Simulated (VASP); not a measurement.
Write the native input for VASP 6.6.1 that does the following.

```yaml
Task: single point
Functional: PBE
Potentials_or_basis: VASP PAW PBE potentials, release 64 (Ca_sv, B)
Cutoff: 520 eV
k_mesh: 18 × 18 × 18
Occupations: gaussian, width 0.1 eV
Spin: no spin polarisation
Dipole_correction: no
Further_INCAR_settings: ALGO = Normal; EDIFF = 1e-06; NBANDS = 18
```

The structure of CaB3 lies in POSCAR:

```
CaB3
1.0
   -1.5162627803      2.8940412844      3.0110817220
    1.5162627803     -2.8940412844      3.0110817220
    1.5162627803      2.8940412844     -3.0110817220
Ca B
1 3
Direct
    0.0000000000      0.0000000000      0.0000000000
    0.6338189664      0.1338189664      0.5000000000
    0.3661810336      0.8661810336      0.5000000000
    0.5000000000      0.5000000000      0.0000000000
```

The cell was generated, and may not be a known phase.

The input as run:

INCAR

```
SYSTEM = CaB3
PREC     = Accurate       ! precision mode
ENCUT    = 520            ! plane-wave cutoff, eV
EDIFF    = 1E-6           ! SCF threshold, eV
ISMEAR   = 0              ! smearing method
SIGMA    = 0.1            ! smearing width, eV
LREAL    = .False.        ! projectors in reciprocal space
LASPH    = .True.         ! aspherical terms in the spheres
NELM     = 80             ! most SCF steps
ALGO     = Normal         ! electronic algorithm
ISIF     = 2              ! what is computed and relaxed
LWAVE    = .False.        ! write WAVECAR
LCHARG   = .False.        ! write CHGCAR
GGA      = PE             ! functional
NBANDS   = 18             ! bands
```

KPOINTS

```
Automatic mesh
0
Gamma
  18 18 18
  0 0 0
```

Potentials or basis: VASP PAW PBE potentials, release 64 (Ca_sv, B).

Launch:

```sh
$ cat potpaw_PBE.64/Ca_sv/POTCAR potpaw_PBE.64/B/POTCAR > POTCAR
$ mpirun -np 1 vasp_std > vasp.out
```

It gave:

| Item | Value |
| --- | --- |
| Pressure | 0.1 GPa |
| Largest force | 0.010 eV/Å |
| Band gap on the k mesh | zero (an odd number of electrons rules out a gap without spin polarisation) |

Caveat: an odd number of electrons without spin polarisation forces a metal; a magnetic or distorted state may lie lower.

Wall time 7.9 min on 1 thread of Intel(R) Xeon(R) Platinum 8559C (Emerald Rapids), with other jobs on the host, peak memory 0.83 GiB.
